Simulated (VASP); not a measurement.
# C (Im-3m) in VASP: further runs

The runs below take C through single point, relaxation of cell and atoms, with PBE.

Everything below comes from runs of VASP 6.6.1. Logs are shortened: lines on timing, memory, paths and dates and some standing lists are left out, and cuts for length are marked.

## (1) The cell of the first run

Symmetry: Im-3m, No. 229, cubic system. Conventional cell: a = 3.322 Å, b = 3.322 Å, c = 3.322 Å, α = 90.00°, β = 90.00°, γ = 90.00°. Within 2.2 Å of C (site symmetry 4/mmm) lie 4 C at 1.66 Å.

The cell was built from a structure type or drawn by symmetry, and may not be a known phase.

## (2) Single point, PBE

INCAR

```
PREC     = Accurate       # precision mode
ENCUT    = 520            # plane-wave cutoff, eV
EDIFF    = 1E-7           # SCF threshold, eV
ISMEAR   = 0              # smearing method
SIGMA    = 0.1            # smearing width, eV
LREAL    = False          # projectors in reciprocal space
LASPH    = True           # aspherical terms in the spheres
NELM     = 60             # most SCF steps
ALGO     = Normal         # electronic algorithm
ISIF     = 2              # what is computed and relaxed
LWAVE    = False          # write WAVECAR
LCHARG   = False          # write CHGCAR
GGA      = PE             # functional
NBANDS   = 13             # bands
```

KPOINTS

```
Automatic mesh
0
Gamma
  20 20 20
```

POSCAR

```
C
1.0
   -1.6611353215      1.6611353215      1.6611353215
    1.6611353215     -1.6611353215      1.6611353215
    1.6611353215      1.6611353215     -1.6611353215
C
3
Direct
    0.0000000000      0.5000000000      0.5000000000
    0.5000000000      0.0000000000      0.5000000000
    0.5000000000      0.5000000000      0.0000000000
```

Potentials or basis: VASP PAW PBE potentials, release 64 (C).

Run with:

```bash
$ cat potpaw_PBE.64/C/POTCAR > POTCAR
$ mpirun -np 1 vasp_std > vasp.out
```

OUTCAR:

```text
PREC = Accurate
   ENCUT = 520
   EDIFF = 1E-7
   ISMEAR = 0
   LREAL = False
   LASPH = True
   NELM = 60
   ISIF = 2
   GGA = PE

 ion  position               nearest neighbor table
   1  0.000  0.500  0.500-   2 1.66   3 1.66   3 1.66   2 1.66
   2  0.500  0.000  0.500-   1 1.66   3 1.66   3 1.66   1 1.66
   3  0.500  0.500  0.000-   1 1.66   2 1.66   2 1.66   1 1.66

  LATTYP: Found a body centered cubic cell.
 ALAT       =     3.3222706430

  Lattice vectors:

 A1 = (  -1.6611353215,   1.6611353215,   1.6611353215)
 A2 = (   1.6611353215,  -1.6611353215,   1.6611353215)
 A3 = (   1.6611353215,   1.6611353215,  -1.6611353215)

Analysis of symmetry for initial positions (statically):
=====================================================================
 Subroutine PRICEL returns:
 Original cell was already a primitive cell.

 Routine SETGRP: Setting up the symmetry group for a
 body centered cubic supercell.

 Subroutine GETGRP returns: Found 48 space group operations
 (whereof 48 operations were pure point group operations)
 out of a pool of 48 trial point group operations.

The static configuration has the point symmetry O_h .

Analysis of symmetry for dynamics (positions and initial velocities):
=====================================================================
 Subroutine PRICEL returns:
 Original cell was already a primitive cell.

 Routine SETGRP: Setting up the symmetry group for a
 body centered cubic supercell.

 Subroutine GETGRP returns: Found 48 space group operations
 (whereof 48 operations were pure point group operations)
 out of a pool of 48 trial point group operations.

The dynamic configuration has the point symmetry O_h .

 Subroutine INISYM returns: Found 48 space group operations
 (whereof 48 operations are pure point group operations),
 and found     1 'primitive' translations

----------------------------------------------------------------------------------------

                                     Primitive cell

  volume of cell :      18.3348

  direct lattice vectors                    reciprocal lattice vectors
    -1.661135321  1.661135321  1.661135321     0.000000000  0.300998957  0.300998957
     1.661135321 -1.661135321  1.661135321     0.300998957  0.000000000  0.300998957
     1.661135321  1.661135321 -1.661135321     0.300998957  0.300998957  0.000000000

  length of vectors
     2.877170775  2.877170775  2.877170775     0.425676808  0.425676808  0.425676808

  position of ions in fractional coordinates (direct lattice)
     0.000000000  0.500000000  0.500000000
     0.500000000  0.000000000  0.500000000
     0.500000000  0.500000000  0.000000000

  ion indices of the primitive-cell ions
   primitive index   ion index
                 1           1
                 2           2
                 3           3

----------------------------------------------------------------------------------------

 KPOINTS: Automatic mesh

Automatic generation of k-mesh.
 Grid dimensions read from file:
 generate k-points for:   20   20   20

 Generating k-lattice:

  Cartesian coordinates                     Fractional coordinates (reciprocal lattice)
     0.000000000  0.015049948  0.015049948     0.050000000  0.000000000  0.000000000
     0.015049948  0.000000000  0.015049948     0.000000000  0.050000000  0.000000000
     0.015049948  0.015049948  0.000000000     0.000000000  0.000000000  0.050000000

  Length of vectors
     0.021283840  0.021283840  0.021283840

  Shift w.r.t. Gamma in fractional coordinates (k-lattice)
     0.000000000  0.000000000  0.000000000

 Subroutine IBZKPT returns following result:
 ===========================================

 Found    256 irreducible k-points:

 Following reciprocal coordinates:
            Coordinates               Weight
  0.000000  0.000000  0.000000      1.000000
  0.050000  0.000000  0.000000     12.000000
  0.100000  0.000000  0.000000     12.000000
  0.150000  0.000000  0.000000     12.000000
  0.200000  0.000000  0.000000     12.000000
  0.250000  0.000000  0.000000     12.000000
[... 16 lines left out ...]
  0.200000  0.100000  0.000000     48.000000
  0.250000  0.100000  0.000000     48.000000
 [... further k-points ...]
   k-points           NKPTS =    256   k-points in BZ     NKDIM =    256   number of bands    NBANDS=     13
   number of dos      NEDOS =    301   number of ions     NIONS =      3
   total plane-waves  NPLWV =  13824
   dimension x,y,z NGX =    24 NGY =   24 NGZ =   24
   dimension x,y,z NGXF=    48 NGYF=   48 NGZF=   48
   ions per type =               3
   NGX,Y,Z   is equivalent  to a cutoff of  13.87, 13.87, 13.87 a.u.
   NGXF,Y,Z  is equivalent  to a cutoff of  27.73, 27.73, 27.73 a.u.
 SYSTEM =  unknown system
   PREC   = accura    normal or accurate (medium, high low for compatibility)
   ISTART =      0    job   : 0-new  1-cont  2-samecut
   ICHARG =      2    charge: 1-file 2-atom 10-const
   ISPIN  =      1    spin polarized calculation?
   LNONCOLLINEAR =      F non collinear calculations
   LSORBIT =      F    spin-orbit coupling
   LASPH  =      T    aspherical Exc in radial PAW
   ENCUT  =  520.0 eV  38.22 Ry    6.18 a.u.   5.35  5.35  5.35*2*pi/ulx,y,z
   NELM   =     60;   NELMIN=  2; NELMDL= -5     # of ELM steps
   EDIFF  = 0.1E-06   stopping-criterion for ELM
   LREAL  =      F    real-space projection
   EDIFFG = 0.1E-05   stopping-criterion for IOM
   NSW    =      0    number of steps for IOM
   IBRION =     -1    ionic relax: 0-MD 1-quasi-New 2-CG
   NFREE  =      0    steps in history (QN), initial steepest desc. (CG)
   ISIF   =      2    stress and relaxation
   ISYM   =      2    0-nonsym 1-usesym 2-fastsym
   POTIM  = 0.5000    time-step for ionic-motion
   TEBEG  =    0.0;   TEEND  =   0.0 temperature during run
   PSTRESS=    0.0 pullay stress
   NELECT =      12.0000    total number of electrons
   NUPDOWN=      -1.0000    fix difference up-down
   EMIN   =  10.00;   EMAX   =-10.00  energy-range for DOS
   EFERMI =   0.00;   METHOD = LEGACY
   ISMEAR =     0;   SIGMA  =   0.10  broadening in eV -4-tet -1-fermi 0-gaus
   EFERMI_NEDOS =   21; number of points for ismear=-14 and -15
   IALGO  =     38    algorithm
   IMIX   =      4    mixing-type and parameters
     AMIX     =   0.40;   BMIX     =  1.00
     AMIX_MAG =   1.60;   BMIX_MAG =  1.00
  volume/ion in A,a.u.               =       6.11        41.24
  Fermi-wavevector in a.u.,A,eV,Ry     =   1.421380  2.686019 27.488142  2.020321
  Thomas-Fermi vector in A             =   2.542196
   LORBIT       =      0    0 simple, 1 ext, 2 COOP (PROOUT), +10 PAW based schemes
   GGA     = PE    functional components
   LHFCALC =     F    Hartree Fock is set to
   AEXX    =    0.0000 exact exchange contribution
   IVDW    =     0    specifies the selected vdW correction
   LEPSILON=     F    determine dielectric tensor
   LRPA    =     F    only Hartree local field effects (RPA)
 non-spin polarized calculation
 Gauss-broadening in eV      SIGMA  =   0.10
  energy-cutoff  :      520.00
  volume of cell :       18.33
 maximum number of plane-waves:       531
 NGX is ok and might be reduce to    24
   NGX = 11   NGY = 11   NGZ = 11

 number of electron      12.0000001 magnetization

 Free energy of the ion-electron system (eV)
  ---------------------------------------------------
  ext. energy  EPLUGINS =         0.00000000
  ---------------------------------------------------
  free energy    TOTEN  =       -18.00655702 eV

  energy without entropy =      -18.00006278  energy(sigma->0) =      -18.00330990

 E-fermi :   9.6285     XC(G=0): -13.2646

 val. band max:        9.6234380921   @ k =   0.0500   0.0500   0.0000
 cond. band min:       9.6298089454   @ k =   0.2500   0.1000   0.0000
 fundamental gap:      0.0063708533
 Fermi energy:         9.6284615184

 k-point     1 :       0.0000    0.0000    0.0000
  band No.  band energies     occupation
      1     -11.8994      2.00000
      2       3.1805      2.00000
      3       3.1805      2.00000
      4       3.1805      2.00000
      5       9.7151      0.22041
      6       9.7151      0.22041
      7      10.1786      0.00000
      8      10.1786      0.00000
      9      10.1786      0.00000
     10      20.8290      0.00000
     11      20.8290      0.00000
     12      20.8290      0.00000
     13      22.4999      0.00000

 k-point     2 :       0.0500    0.0000    0.0000
  band No.  band energies     occupation
      1     -11.8459      2.00000
      2       2.9551      2.00000
      3       3.1340      2.00000
      4       3.1773      2.00000
      5       9.4308      1.99482
      6       9.6605      0.65078
      7      10.0930      0.00000
      8      10.2141      0.00000
      9      10.5659      0.00000
     10      20.9994      0.00000
     11      21.0080      0.00000
     12      21.1035      0.00000
     13      22.5654      0.00000

 k-point     3 :       0.1000    0.0000    0.0000
  band No.  band energies     occupation
      1     -11.6858      2.00000
      2       2.3347      2.00000
      3       3.0018      2.00000
      4       3.1655      2.00000
      5       9.1089      2.00000
      6       9.2886      2.00000
      7       9.8569      0.00124
      8      10.5487      0.00000
      9      11.1939      0.00000
     10      21.5027      0.00000
     11      21.5168      0.00000
     12      21.8016      0.00000
     13      22.6574      0.00000
[... 305 lines left out ...]
 k-point    23 :       0.2000    0.1000    0.0000
  band No.  band energies     occupation
      1     -10.4190      2.00000
      2      -0.7874      2.00000
      3       1.1402      2.00000
      4       3.8757      2.00000
      5       6.7572      2.00000
      6       8.6898      2.00000
      7       9.7801      0.03198
      8      12.7875      0.00000
      9      13.2296      0.00000
     10      19.7216      0.00000
     11      22.3881      0.00000
     12      23.7616      0.00000
     13      24.3356      0.00000

 k-point    24 :       0.2500    0.1000    0.0000
  band No.  band energies     occupation
      1      -9.8482      2.00000
      2      -1.9379      2.00000
      3       0.8194      2.00000
      4       3.9457      2.00000
      5       6.2467      2.00000
      6       8.7851      2.00000
      7       9.6298      0.98480
      8      13.4206      0.00000
      9      13.9810      0.00000
     10      18.6885      0.00000
     11      21.6461      0.00000
     12      24.0925      0.00000
     13      25.3192      0.00000

 [... further k-points ...]

------------------------ aborting loop because EDIFF is reached ----------------------------------------

  FORCE on cell =-STRESS in cart. coord.  units (eV):
  Direction    XX          YY          ZZ          XY          YZ          ZX
  --------------------------------------------------------------------------------------
  -------------------------------------------------------------------------------------
  Total        0.0148856      0.0148856      0.0148856      0.0000000      0.0000000      0.0000000
  in kB        1.3007700      1.3007700      1.3007700      0.0000000      0.0000000      0.0000000
  external PRESSURE =       1.3007700 kB  Pullay stress =       0.0000000 kB

 VOLUME and BASIS-vectors are now :
 -----------------------------------------------------------------------------
  energy-cutoff  :      520.00
  volume of cell :       18.33
      direct lattice vectors                 reciprocal lattice vectors
    -1.661135321  1.661135321  1.661135321     0.000000000  0.300998957  0.300998957
     1.661135321 -1.661135321  1.661135321     0.300998957  0.000000000  0.300998957
     1.661135321  1.661135321 -1.661135321     0.300998957  0.300998957  0.000000000

 POSITION                                       TOTAL-FORCE (eV/Angst)
 -----------------------------------------------------------------------------------
      1.66114      0.00000      0.00000        -0.000000     -0.000000     -0.000000
      0.00000      1.66114      0.00000         0.000000     -0.000000     -0.000000
      0.00000      0.00000      1.66114         0.000000      0.000000      0.000000
 -----------------------------------------------------------------------------------
    total drift:                               -0.000000     -0.000000      0.000000

  FREE ENERGIE OF THE ION-ELECTRON SYSTEM (eV)
  ---------------------------------------------------
  free  energy   TOTEN  =       -18.0065570208 eV

  energy  without entropy=      -18.0000627845  energy(sigma->0) =      -18.00330990
```

Run time: 71 s. Hardware: 1 thread of Intel Xeon 8259CL, shared host; peak memory 0.16 GiB.

Results:

| Quantity | Value |
| --- | --- |
| Free energy | -18.0066 eV |
| Pressure | 0.1 GPa |
| Band gap on the k mesh | zero (bands 6 and 7 overlap by 3.42 eV) |

Levels at points of the mesh, in eV from the Fermi level:
```
           k point  band 2  band 3  band 4  band 5  band 6  band 7  band 8  band 9  band 10  band 11
(0.00, 0.00, 0.00)   -6.45   -6.45   -6.45    0.09    0.09    0.55    0.55    0.55    11.20    11.20
(0.50, 0.00, 0.00)  -15.48   -8.03   -6.83   -3.38   -1.90    0.35    5.47    6.35     7.13     9.05
(0.50, 0.50, 0.50)  -12.34  -11.13  -11.13  -11.13   -2.77    3.81    3.81    3.81    15.83    15.83
```

## (3) Relaxation of cell and atoms, PBE

INCAR

```
PREC = Accurate
ENCUT = 600
EDIFF = 1E-6
ISMEAR = 0
SIGMA = 0.1
LREAL = False
LASPH = True
NELM = 60
ALGO = Normal
ISIF = 3
LWAVE = False
LCHARG = False
GGA = PE
IBRION = 2
NSW = 100
EDIFFG = -0.01
```

KPOINTS is that of step 2.

POSCAR

```
C
1.0
   -1.6606909801      1.6606909801      1.6606909801
    1.6606909801     -1.6606909801      1.6606909801
    1.6606909801      1.6606909801     -1.6606909801
C
3
Direct
    0.0000000000      0.5000000000      0.5000000000
    0.5000000000      0.0000000000      0.5000000000
    0.5000000000      0.5000000000      0.0000000000
```

Potentials or basis: VASP PAW PBE potentials, release 64 (C).

Run with:

```bash
$ cat potpaw_PBE.64/C/POTCAR > POTCAR
$ mpirun -np 1 vasp_std > vasp.out
```

It took 56 s on 1 thread of Intel Xeon 8259CL, shared host; peak memory 0.17 GiB.

It converged, with:

```yaml
Free_energy: -18.0089 eV
Pressure_after_relaxing: 0.0 GPa
Band_gap_on_the_k_mesh: zero (bands 6 and 7 overlap by 3.42 eV)
```

Final structure:
```cif
data_structure
_symmetry_space_group_name_H-M 'P 1'
_symmetry_Int_Tables_number 1
_cell_length_a 2.8764
_cell_length_b 2.8764
_cell_length_c 2.8764
_cell_angle_alpha 109.471
_cell_angle_beta 109.471
_cell_angle_gamma 109.471
_cell_volume 18.32
loop_
_atom_site_label
_atom_site_type_symbol
_atom_site_fract_x
_atom_site_fract_y
_atom_site_fract_z
_atom_site_occupancy
C1 C 0.00000 0.50000 0.50000 1
C2 C 0.50000 0.00000 0.50000 1
C3 C 0.50000 0.50000 0.00000 1
```

Levels at points of the mesh, in eV from the Fermi level:
```
           k point  band 3  band 4  band 5  band 6  band 7  band 8  band 9  band 10
(0.00, 0.00, 0.00)   -6.45   -6.45    0.09    0.09    0.55    0.55    0.55    11.20
(0.50, 0.00, 0.00)   -8.04   -6.83   -3.38   -1.90    0.35    5.48    6.36     7.14
(0.50, 0.50, 0.50)  -11.14  -11.14  -11.14   -2.77    3.82    3.82    3.82    15.84
```

Caveat: the relaxation stopped at its first step, so nothing moved.
